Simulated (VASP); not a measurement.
# Bi2Te3 (R-3m) in VASP: notebook

The runs below take Bi2Te3 through single point, with PBE.

Everything below comes from runs of VASP 6.6.1. Logs are shortened: lines on timing, memory, paths and dates and some standing lists are left out, and cuts for length are marked.

**1. The cell of the first run**

The structure is trigonal, space group R-3m (No. 166). The conventional cell has a = 4.312 Å, b = 4.312 Å, c = 29.980 Å, α = 90.00°, β = 90.00°, γ = 120.00°. Bi (site symmetry 3m) has 6 Te at 3.02 to 3.19 Å within 4.0 Å. Te (site symmetry -3m) has 6 Bi at 3.19 Å and 12 Te at 4.31 to 4.47 Å within 4.5 Å. Te (site symmetry 3m) has 3 Bi at 3.02 Å and 3 Te at 3.58 Å within 4.0 Å.

**2. Single point, PBE**

The input, INCAR:

```
SYSTEM = Bi2Te3
  PREC = Accurate
  ENCUT = 520
  EDIFF = 1E-7
  ISMEAR = 0
  SIGMA = 0.01
  LREAL = .False.
  LASPH = .True.
  NELM = 80
  ALGO = Normal
  ISIF = 2
  LWAVE = .False.
  LCHARG = .False.
  GGA = PE
  NBANDS = 32
```

The input, KPOINTS:

```
Automatic mesh
0
Gamma
  6 6 6
  0 0 0
```

The input, POSCAR:

```
Bi2Te3
1.0
    2.1558233265      1.2446651775      9.9933339427
   -2.1558233265      1.2446651775      9.9933339427
    0.0000000000     -2.4893303551      9.9933339427
Bi Te
2 3
Direct
    0.4000000000      0.4000000000      0.4000000000
    0.6000000000      0.6000000000      0.6000000000
    0.0000000000      0.0000000000      0.0000000000
    0.2095000000      0.2095000000      0.2095000000
    0.7905000000      0.7905000000      0.7905000000
```

Potentials or basis: VASP PAW PBE potentials, release 64 (Bi_d, Te).

The run is started by

```sh
$ cat potpaw_PBE.64/Bi_d/POTCAR potpaw_PBE.64/Te/POTCAR > POTCAR
$ mpirun -np 1 vasp_std > vasp.out
```

OUTCAR:

```text
SYSTEM = Bi2Te3
   PREC = Accurate
   ENCUT = 520
   EDIFF = 1E-7
   ISMEAR = 0
   LREAL = .False.
   LASPH = .True.
   NELM = 80
   ISIF = 2
   GGA = PE

 ion  position               nearest neighbor table
   1  0.400  0.400  0.400-   5 3.02   5 3.02   5 3.02   3 3.19   3 3.19   3 3.19
   2  0.600  0.600  0.600-   4 3.02   4 3.02   4 3.02   3 3.19   3 3.19   3 3.19
   3  0.000  0.000  0.000-   2 3.19   1 3.19   2 3.19   2 3.19   1 3.19   1 3.19
   4  0.209  0.209  0.209-   2 3.02   2 3.02   2 3.02   5 3.58   5 3.58   5 3.58
   5  0.791  0.791  0.791-   1 3.02   1 3.02   1 3.02   4 3.58   4 3.58   4 3.58

  LATTYP: Found a trigonal (rhomboedric) cell.
 ALAT       =    10.2987129734
 COS(alpha) =     0.9123624112

  Lattice vectors:

 A1 = (   2.1558233265,   1.2446651775,   9.9933339427)
 A2 = (  -2.1558233265,   1.2446651775,   9.9933339427)
 A3 = (   0.0000000000,  -2.4893303551,   9.9933339427)

Analysis of symmetry for initial positions (statically):
=====================================================================
 Subroutine PRICEL returns:
 Original cell was already a primitive cell.

 Routine SETGRP: Setting up the symmetry group for a
 trigonal (rhombohedral) supercell.

 Subroutine GETGRP returns: Found 12 space group operations
 (whereof 12 operations were pure point group operations)
 out of a pool of 12 trial point group operations.

The static configuration has the point symmetry D_3d.

Analysis of symmetry for dynamics (positions and initial velocities):
=====================================================================
 Subroutine PRICEL returns:
 Original cell was already a primitive cell.

 Routine SETGRP: Setting up the symmetry group for a
 trigonal (rhombohedral) supercell.

 Subroutine GETGRP returns: Found 12 space group operations
 (whereof 12 operations were pure point group operations)
 out of a pool of 12 trial point group operations.

The dynamic configuration has the point symmetry D_3d.

 Subroutine INISYM returns: Found 12 space group operations
 (whereof 12 operations are pure point group operations),
 and found     1 'primitive' translations

----------------------------------------------------------------------------------------

                                     Primitive cell

  volume of cell :     160.8894
[... 94 lines left out ...]
   NELM   =     80;   NELMIN=  2; NELMDL= -5     # of ELM steps
   EDIFF  = 0.1E-06   stopping-criterion for ELM
   LREAL  =      F    real-space projection
   EDIFFG = 0.1E-05   stopping-criterion for IOM
   NSW    =      0    number of steps for IOM
   IBRION =     -1    ionic relax: 0-MD 1-quasi-New 2-CG
   NFREE  =      0    steps in history (QN), initial steepest desc. (CG)
   ISIF   =      2    stress and relaxation
   ISYM   =      2    0-nonsym 1-usesym 2-fastsym
   POTIM  = 0.5000    time-step for ionic-motion
   TEBEG  =    0.0;   TEEND  =   0.0 temperature during run
   PSTRESS=    0.0 pullay stress
   NELECT =      48.0000    total number of electrons
   NUPDOWN=      -1.0000    fix difference up-down
   EMIN   =  10.00;   EMAX   =-10.00  energy-range for DOS
   EFERMI =   0.00;   METHOD = LEGACY
   ISMEAR =     0;   SIGMA  =   0.01  broadening in eV -4-tet -1-fermi 0-gaus
   EFERMI_NEDOS =   21; number of points for ismear=-14 and -15
   IALGO  =     38    algorithm
   IMIX   =      4    mixing-type and parameters
     AMIX     =   0.40;   BMIX     =  1.00
     AMIX_MAG =   1.60;   BMIX_MAG =  1.00
  volume/ion in A,a.u.               =      32.18       217.15
  Fermi-wavevector in a.u.,A,eV,Ry     =   1.093905  2.067180 16.281103  1.196627
  Thomas-Fermi vector in A             =   2.230199
   LORBIT       =      0    0 simple, 1 ext, 2 COOP (PROOUT), +10 PAW based schemes
   GGA     = PE    functional components
   LHFCALC =     F    Hartree Fock is set to
   AEXX    =    0.0000 exact exchange contribution
   IVDW    =     0    specifies the selected vdW correction
   LEPSILON=     F    determine dielectric tensor
   LRPA    =     F    only Hartree local field effects (RPA)
 non-spin polarized calculation
 Gauss-broadening in eV      SIGMA  =   0.01
  energy-cutoff  :      520.00
  volume of cell :      160.89
 maximum number of plane-waves:      4350
 NGX is ok and might be reduce to    80
   NGX = 39   NGY = 39   NGZ = 39

 number of electron      48.0000004 magnetization

 Free energy of the ion-electron system (eV)
  ---------------------------------------------------
  ext. energy  EPLUGINS =         0.00000000
  ---------------------------------------------------
  free energy    TOTEN  =       -18.15402706 eV

  energy without entropy =      -18.15402706  energy(sigma->0) =      -18.15402706

 E-fermi :   7.0619     XC(G=0):  -9.5602

 val. band max:        6.9380108531   @ k =   0.0000   0.0000   0.0000
 cond. band min:       7.1852402832   @ k =   0.0000   0.0000   0.0000
 fundamental gap:      0.2472294301
 Fermi energy:         7.0618674815

 k-point     1 :       0.0000    0.0000    0.0000
  band No.  band energies     occupation
      1     -16.3900      2.00000
      2     -16.3900      2.00000
      3     -16.3881      2.00000
      4     -16.3881      2.00000
      5     -16.3763      2.00000
      6     -16.3746      2.00000
[... 829 lines left out ...]
     31      11.8628      0.00000
     32      12.1239      0.00000

 [... further k-points ...]

------------------------ aborting loop because EDIFF is reached ----------------------------------------

  FORCE on cell =-STRESS in cart. coord.  units (eV):
  Direction    XX          YY          ZZ          XY          YZ          ZX
  --------------------------------------------------------------------------------------
  -------------------------------------------------------------------------------------
  Total        5.0745791      5.0745791      5.1095713      0.0000000     -0.0000000      0.0000000
  in kB       50.5339510     50.5339510     50.8824116      0.0000000     -0.0000000      0.0000000
  external PRESSURE =      50.6501045 kB  Pullay stress =       0.0000000 kB

 VOLUME and BASIS-vectors are now :
 -----------------------------------------------------------------------------
  energy-cutoff  :      520.00
  volume of cell :      160.89
      direct lattice vectors                 reciprocal lattice vectors
     2.155823327  1.244665177  9.993333943     0.231929952  0.133904820  0.033355568
    -2.155823327  1.244665177  9.993333943    -0.231929952  0.133904820  0.033355568
     0.000000000 -2.489330355  9.993333943     0.000000000 -0.267809640  0.033355568

 POSITION                                       TOTAL-FORCE (eV/Angst)
 -----------------------------------------------------------------------------------
      0.00000     -0.00000     11.99200         0.000000      0.000000     -0.122892
      0.00000     -0.00000     17.98800         0.000000     -0.000000      0.122892
      0.00000      0.00000      0.00000         0.000000      0.000000     -0.000000
      0.00000     -0.00000      6.28081         0.000000      0.000000     -0.317680
      0.00000     -0.00000     23.69919         0.000000     -0.000000      0.317680
 -----------------------------------------------------------------------------------
    total drift:                               -0.000000     -0.000000     -0.000000

  FREE ENERGIE OF THE ION-ELECTRON SYSTEM (eV)
  ---------------------------------------------------
  free  energy   TOTEN  =       -18.1540270641 eV

  energy  without entropy=      -18.1540270641  energy(sigma->0) =      -18.15402706
```

stdout:

```text
POSCAR found type information on POSCAR BiTe
 POSCAR found :  2 types and       5 ions
 scaLAPACK will be used
 LDA part: xc-table for (Slater+PW92), standard interpolation
 POSCAR, INCAR and KPOINTS ok, starting setup
 FFT: planning ... GRIDC
 FFT: planning ... GRID_SOFT
 FFT: planning ... GRID
 WAVECAR not read
 entering main loop
```

It took 17 min on 1 thread of Intel Xeon Platinum 8488C (Sapphire Rapids), shared host; peak memory 0.96 GiB.

What came out:

| Property | Result |
| --- | --- |
| Free energy | -18.1540 eV |
| Pressure | 5.1 GPa |
| Largest force | 0.318 eV/Å |
| Band gap on the k mesh | 0.25 eV |

Forces on the atoms (eV/Å):
```
Bi   0.000  0.000 -0.123
Bi   0.000  0.000  0.123
Te   0.000  0.000  0.000
Te   0.000  0.000 -0.318
Te   0.000  0.000  0.318
```

Caveat: the cell stands under pressure; spin-orbit coupling is left out, which moves the levels of the heavy elements.

**3. Single point, PBE**

This run uses another cell than the first one, of 33.19 Å³/atom.

The input, INCAR:

```
PREC     = Accurate       # precision mode
ENCUT    = 520            # plane-wave cutoff, eV
EDIFF    = 1E-7           # SCF threshold, eV
ISMEAR   = 0              # smearing method
SIGMA    = 0.01           # smearing width, eV
LREAL    = F              # projectors in reciprocal space
LASPH    = T              # aspherical terms in the spheres
NELM     = 60             # most SCF steps
ALGO     = Normal         # electronic algorithm
ISIF     = 2              # what is computed and relaxed
LWAVE    = F              # write WAVECAR
LCHARG   = F              # write CHGCAR
GGA      = PE             # functional
NBANDS   = 32             # bands
```

The input, KPOINTS:

```
regular mesh
0
Gamma
  6 6 6
```

POSCAR: that of step 2 with these lines changed.

```diff
@@ -2,5 +2,5 @@
 1.0
-    2.1558233265      1.2446651775      9.9933339427
-   -2.1558233265      1.2446651775      9.9933339427
-    0.0000000000     -2.4893303551      9.9933339427
+    2.1782814357      1.2576313730     10.0974386634
+   -2.1782814357      1.2576313730     10.0974386634
+    0.0000000000     -2.5152627459     10.0974386634
 Bi Te
```

Potentials or basis: VASP PAW PBE potentials, release 64 (Bi_d, Te).

The run is started by

```sh
$ cat potpaw_PBE.64/Bi_d/POTCAR potpaw_PBE.64/Te/POTCAR > POTCAR
$ mpirun -np 1 vasp_std > vasp.out
```

OUTCAR:

```text
PREC = Accurate
   ENCUT = 520
   EDIFF = 1E-7
   ISMEAR = 0
   LREAL = F
   LASPH = T
   NELM = 60
   ISIF = 2
   GGA = PE

 ion  position               nearest neighbor table
   1  0.400  0.400  0.400-   5 3.05   5 3.05   5 3.05   3 3.23   3 3.23   3 3.23
   2  0.600  0.600  0.600-   4 3.05   4 3.05   4 3.05   3 3.23   3 3.23   3 3.23
   3  0.000  0.000  0.000-   2 3.23   1 3.23   2 3.23   2 3.23   1 3.23   1 3.23
   4  0.209  0.209  0.209-   2 3.05   2 3.05   2 3.05   5 3.61   5 3.61   5 3.61
   5  0.791  0.791  0.791-   1 3.05   1 3.05   1 3.05   4 3.61   4 3.61   4 3.61

  LATTYP: Found a trigonal (rhomboedric) cell.
 ALAT       =    10.4059989547
 COS(alpha) =     0.9123624112

  Lattice vectors:

 A1 = (   2.1782814357,   1.2576313730,  10.0974386634)
 A2 = (  -2.1782814357,   1.2576313730,  10.0974386634)
 A3 = (   0.0000000000,  -2.5152627459,  10.0974386634)

Analysis of symmetry for initial positions (statically):
=====================================================================
 Subroutine PRICEL returns:
 Original cell was already a primitive cell.

 Routine SETGRP: Setting up the symmetry group for a
 trigonal (rhombohedral) supercell.

 Subroutine GETGRP returns: Found 12 space group operations
 (whereof 12 operations were pure point group operations)
 out of a pool of 12 trial point group operations.

The static configuration has the point symmetry D_3d.

Analysis of symmetry for dynamics (positions and initial velocities):
=====================================================================
 Subroutine PRICEL returns:
 Original cell was already a primitive cell.

 Routine SETGRP: Setting up the symmetry group for a
 trigonal (rhombohedral) supercell.

 Subroutine GETGRP returns: Found 12 space group operations
 (whereof 12 operations were pure point group operations)
[... 127 lines left out ...]
     AMIX     =   0.40;   BMIX     =  1.00
     AMIX_MAG =   1.60;   BMIX_MAG =  1.00
  volume/ion in A,a.u.               =      33.19       224.00
  Fermi-wavevector in a.u.,A,eV,Ry     =   1.082626  2.045867 15.947117  1.172080
  Thomas-Fermi vector in A             =   2.218673
   LORBIT       =      0    0 simple, 1 ext, 2 COOP (PROOUT), +10 PAW based schemes
   GGA     = PE    functional components
   LHFCALC =     F    Hartree Fock is set to
   AEXX    =    0.0000 exact exchange contribution
   IVDW    =     0    specifies the selected vdW correction
   LEPSILON=     F    determine dielectric tensor
   LRPA    =     F    only Hartree local field effects (RPA)
 non-spin polarized calculation
 Gauss-broadening in eV      SIGMA  =   0.01
  energy-cutoff  :      520.00
  volume of cell :      165.97
 maximum number of plane-waves:      4497
 NGX is ok and might be reduce to    80
   NGX = 39   NGY = 39   NGZ = 39

 number of electron      48.0000006 magnetization

 Free energy of the ion-electron system (eV)
  ---------------------------------------------------
  ext. energy  EPLUGINS =         0.00000000
  ---------------------------------------------------
  free energy    TOTEN  =       -18.28283750 eV

  energy without entropy =      -18.28283750  energy(sigma->0) =      -18.28283750

 E-fermi :   6.5740     XC(G=0):  -9.4196

 val. band max:        6.5002131260   @ k =   0.0000   0.0000   0.0000
 cond. band min:       6.7686106145   @ k =   0.0000   0.0000   0.0000
 fundamental gap:      0.2683974885
 Fermi energy:         6.5740422312

 k-point     1 :       0.0000    0.0000    0.0000
  band No.  band energies     occupation
      1     -16.7597      2.00000
      2     -16.7597      2.00000
      3     -16.7581      2.00000
      4     -16.7581      2.00000
      5     -16.7490      2.00000
      6     -16.7476      2.00000
[... 829 lines left out ...]
     31      11.2734      0.00000
     32      11.7560      0.00000

 [... further k-points ...]

------------------------ aborting loop because EDIFF is reached ----------------------------------------

  FORCE on cell =-STRESS in cart. coord.  units (eV):
  Direction    XX          YY          ZZ          XY          YZ          ZX
  --------------------------------------------------------------------------------------
  -------------------------------------------------------------------------------------
  Total        3.1965138      3.1965138      3.0951993      0.0000000      0.0000000      0.0000000
  in kB       30.8572583     30.8572583     29.8792285      0.0000000      0.0000000      0.0000000
  external PRESSURE =      30.5312484 kB  Pullay stress =       0.0000000 kB

 VOLUME and BASIS-vectors are now :
 -----------------------------------------------------------------------------
  energy-cutoff  :      520.00
  volume of cell :      165.97
      direct lattice vectors                 reciprocal lattice vectors
     2.178281436  1.257631373 10.097438663     0.229538751  0.132524260  0.033011672
    -2.178281436  1.257631373 10.097438663    -0.229538751  0.132524260  0.033011672
     0.000000000 -2.515262746 10.097438663     0.000000000 -0.265048519  0.033011672

 POSITION                                       TOTAL-FORCE (eV/Angst)
 -----------------------------------------------------------------------------------
      0.00000      0.00000     12.11693         0.000000     -0.000000     -0.036705
      0.00000      0.00000     18.17539         0.000000      0.000000      0.036705
      0.00000      0.00000      0.00000         0.000000      0.000000     -0.000000
      0.00000      0.00000      6.34624         0.000000     -0.000000     -0.104121
      0.00000      0.00000     23.94608         0.000000      0.000000      0.104121
 -----------------------------------------------------------------------------------
    total drift:                               -0.000000     -0.000000     -0.000000

  FREE ENERGIE OF THE ION-ELECTRON SYSTEM (eV)
  ---------------------------------------------------
  free  energy   TOTEN  =       -18.2828375015 eV

  energy  without entropy=      -18.2828375015  energy(sigma->0) =      -18.28283750
```

stdout:

```text
POSCAR found type information on POSCAR BiTe
 POSCAR found :  2 types and       5 ions
 scaLAPACK will be used
 LDA part: xc-table for (Slater+PW92), standard interpolation
 POSCAR, INCAR and KPOINTS ok, starting setup
 FFT: planning ... GRIDC
 FFT: planning ... GRID_SOFT
 FFT: planning ... GRID
 WAVECAR not read
 entering main loop
```

It took 14 min on 1 thread of Intel Xeon Platinum 8488C (Sapphire Rapids), shared host; peak memory 0.95 GiB.

What came out:

* Free energy: -18.2828 eV
* Pressure: 3.1 GPa
* Largest force: 0.104 eV/Å
* Band gap on the k mesh: 0.27 eV

Forces on the atoms (eV/Å):
```
Bi   0.000  0.000 -0.037
Bi   0.000  0.000  0.037
Te   0.000  0.000  0.000
Te   0.000  0.000 -0.104
Te   0.000  0.000  0.104
```

Caveat: the cell stands under pressure; spin-orbit coupling is left out, which moves the levels of the heavy elements. A k mesh can miss the band edges.

**4. Single point, PBE**

This run uses another cell than the first one, of 34.21 Å³/atom.

The input, INCAR:

```
SYSTEM = Bi2Te3
ALGO = Normal
EDIFF = 1E-7
ENCUT = 520
GGA = PE
ISIF = 2
ISMEAR = 0
LASPH = .True.
LCHARG = .False.
LREAL = .False.
LWAVE = .False.
NBANDS = 32
NELM = 80
PREC = Accurate
SIGMA = 0.01
```

The input, KPOINTS:

```
k-points
0
Gamma
  6 6 6
  0 0 0
```

POSCAR: that of step 3 with these lines changed.

```diff
@@ -2,5 +2,5 @@
 1.0
-    2.1782814357      1.2576313730     10.0974386634
-   -2.1782814357      1.2576313730     10.0974386634
-    0.0000000000     -2.5152627459     10.0974386634
+    2.2002857678      1.2703355800     10.1994398971
+   -2.2002857678      1.2703355800     10.1994398971
+    0.0000000000     -2.5406711600     10.1994398971
 Bi Te
```

The run is started by

```sh
$ cat potpaw_PBE.64/Bi_d/POTCAR potpaw_PBE.64/Te/POTCAR > POTCAR
$ mpirun -np 1 vasp_std > vasp.out
```

Run time: 18 min. Hardware: 1 thread of Intel Xeon Platinum 8488C (Sapphire Rapids), shared host; peak memory 0.95 GiB.

The run converged. Its results:

- Free energy: -18.3527 eV
- Pressure: 1.3 GPa
- Largest force: 0.086 eV/Å
- Band gap on the k mesh: 0.29 eV

Forces on the atoms (eV/Å):
```
Bi   0.000  0.000  0.041
Bi   0.000  0.000 -0.041
Te   0.000  0.000  0.000
Te   0.000  0.000  0.086
Te   0.000  0.000 -0.086
```

Stress tensor (GPa, compression positive):
```
1.41 0.00 0.00
0.00 1.41 0.00
0.00 0.00 1.21
```

Levels at points of the mesh, in eV from the valence-band top:
```csv
k point,band 22,band 23,band 24,band 25,band 26,band 27
"(0.00, 0.00, 0.00)",-0.85,-0.85,0.00,0.29,0.66,0.66
"(0.50, 0.00, 0.00)",-2.37,-0.90,-0.50,0.58,1.07,2.73
"(0.50, 0.50, 0.00)",-1.79,-1.52,-0.94,0.87,1.52,2.04
"(0.50, 0.50, 0.50)",-1.13,-1.13,-0.43,0.83,1.14,1.14
```

Caveat: spin-orbit coupling is left out, which moves the levels of the heavy elements.

**5. Overview**

| cell | gap on the mesh (eV) | pressure (GPa) | largest force (eV/Å) |
| --- | --- | --- | --- |
| a = 10.299 Å, angles 24.2°, 5 atoms | 0.25 | 5.1 | 0.32 |
| a = 10.406 Å, angles 24.2°, 5 atoms | 0.27 | 3.1 | 0.10 |
| a = 10.511 Å, angles 24.2°, 5 atoms | 0.29 | 1.3 | 0.09 |

Alike in all rows: task single point; level PBE; potentials or basis VASP PAW PBE potentials, release 64 (Bi_d, Te); no spin polarisation; k mesh 6 × 6 × 6; cutoff (eV) 520; smearing gaussian 0.01 eV.

Caveats: spin-orbit coupling is left out, which moves the levels of the heavy elements; the cell stands under pressure (at least some runs).

Absolute energies hang on the potentials; compare differences alone.
